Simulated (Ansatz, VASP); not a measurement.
## TiC in VASP and in Ansatz

Contents of INCAR:

```
ALGO     = Normal         # electronic algorithm
EDIFF    = 1E-6           # SCF threshold, eV
ENCUT    = 520            # plane-wave cutoff, eV
GGA      = PS             # functional
ISIF     = 2              # what is computed and relaxed
ISMEAR   = 0              # smearing method
LASPH    = T              # aspherical terms in the spheres
LCHARG   = T              # write CHGCAR
LELF     = T              # ELF
LREAL    = F              # projectors in reciprocal space
LVHAR    = T            
LWAVE    = F              # write WAVECAR
NBANDS   = 15             # bands
NELM     = 100            # most SCF steps
PREC     = Accurate       # precision mode
SIGMA    = 0.15           # smearing width, eV
```

The input KPOINTS:

```
k-points
0
Gamma
  18 18 18
```

File POSCAR:

```
TiC
1.0
    0.0000000000      2.1640000000      2.1640000000
    2.1640000000      0.0000000000      2.1640000000
    2.1640000000      2.1640000000      0.0000000000
Ti C
1 1
Direct
    0.0000000000      0.0000000000      0.0000000000
    0.4537892791      0.4537892791      0.4808588927
```

Input for Ansatz:

```yaml
crystal:
  lattice:
    - [0.0, 2.164, 2.164]
    - [2.164, 0.0, 2.164]
    - [2.164, 2.164, 0.0]
  atoms:
    - { symbol: Ti, position: [0.0, 0.0, 0.0] }
    - { symbol: C, position: [0.4537892791, 0.4537892791, 0.4808588927] }
basis:
  ecutwfc: 420
kpoints:
  mp_grid: { grid: [18, 18, 18] }
hamiltonian:
  xc: pbesol
scf:
  occupations: { method: gaussian, width: 0.15 }
output:
  forces: true
  stress: true
  eigenvalues: true
```

Alike in both runs: task single point; functional PBEsol; k mesh 18 × 18 × 18; occupations gaussian, width 0.15 eV; no spin polarisation.

|  | VASP | Ansatz |
| --- | --- | --- |
| version | VASP 6.6.1 | Ansatz 0.2.0 |
| potentials or method | VASP PAW PBE potentials, release 64 (Ti_sv, C), cutoff 520 eV | scalar-relativistic, plane waves, PAW |
| valence electrons in the cell | 16 | 16 |

Ansatz gave:

* gap on the k mesh at the Fermi level (eV): 0.19
* least direct gap on the mesh (eV): 0.54
* pressure (GPa): 3.0
* traceless stress, the component that is largest in VASP (GPa): 4.43
* rms of the force components (eV/Å): 1.341

Task: What did VASP give for the same quantities?

Result: gap on the k mesh at the Fermi level (eV): 0.19; least direct gap on the mesh (eV): 0.54; pressure (GPa): 3.2; traceless stress, the component that is largest in VASP (GPa): 4.47; rms of the force components (eV/Å): 1.346.

VASP's potentials were made for PBE, not for PBEsol. Atom by atom the forces differ by 0.005 eV/Å (rms over components).
